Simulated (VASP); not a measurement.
Write the native input for VASP 6.6.1 that does the following.

| Quantity | Value |
| --- | --- |
| Task | electric field gradients |
| Functional | LDA |
| Potentials or basis | VASP PAW LDA potentials, release 64 (Sr_sv, Mg) |
| Cutoff | 520 eV |
| k mesh | 9 × 9 × 9 |
| Occupations | fermi-dirac, width 0.05 eV |
| Spin | no spin polarisation |
| Dipole correction | no |
| Further INCAR settings | ALGO = Normal; EDIFF = 1e-08; NBANDS = 13 |

The structure of SrMg lies in POSCAR:

```
SrMg
1.0
    3.8472908360      0.0000000000      0.0000000000
    0.0000000000      3.8472908360      0.0000000000
    0.0000000000      0.0000000000      3.8472908360
Sr Mg
1 1
Direct
    0.5000000000      0.5000000000      0.5000000000
    0.0000000000      0.0000000000      0.0000000000
```

This cell differs from its parent crystal: volume scaled by 0.96.

One way to write it, as run:

INCAR

```
SYSTEM = SrMg
ALGO = Normal ; EDIFF = 1E-8
ENCUT = 520 ; ISIF = 2
ISMEAR = -1 ; LASPH = .True.
LCHARG = .False. ; LEFG = .True.
LREAL = .False. ; LWAVE = .False.
NBANDS = 13 ; NELM = 80
PREC = Accurate ; SIGMA = 0.05
```

KPOINTS

```
k-points
0
Gamma
  9 9 9
  0 0 0
```

Potentials or basis: VASP PAW LDA potentials, release 64 (Sr_sv, Mg).

Command:

```bash
$ cat potpaw_LDA.64/Sr_sv/POTCAR potpaw_LDA.64/Mg/POTCAR > POTCAR
$ mpirun -np 1 vasp_std > vasp.out
```

It gave:

The pressure is 4.8 GPa and the band gap on the k mesh is zero (band 6 reaches 3.40 eV, above the bottom of band 7 at 1.99 eV).

Caveat: without QUAD_EFG the Cq values of the log hold for a quadrupole moment of 1 mb, not for the nuclei.

It took 22 s on 1 thread of AMD EPYC 7R13 Processor (Zen 3) (shared host), peak memory 0.13 GiB.
